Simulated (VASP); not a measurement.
Runs of VASP 6.6.1 on H6C2O. The cells are those of the table. 

```tsv
task	cell	gap on the mesh (eV)	pressure (GPa)	largest force (eV/Å)
single point	a = 5.295 Å, 36 atoms	(b)	65.7	6.22
relaxation of the atoms	atoms relaxed from a = 7.529 Å, 36 atoms	4.44	0.3	0.24
single point	a = 5.807 Å, 36 atoms	(c)	18.6	4.64
single point	a = 6.391 Å, 36 atoms	4.76	9.6	(a)
```

Alike in all rows: level PBE+D3(BJ); potentials or basis VASP PAW PBE potentials, release 64 (C, O, H); no spin polarisation; k mesh 1 × 1 × 1; cutoff (eV) 520; smearing fermi-dirac 0.02 eV.

Problem. Fill in the values left out.

Solution. (a) 4.41; (b) 4.86; (c) 5.07.

Caveats: all runs use coarse meshes; the relaxation stopped at a loose force limit of 0.3 eV/Å, so its end isn't a converged minimum (some runs).

A k mesh can miss the band edges.
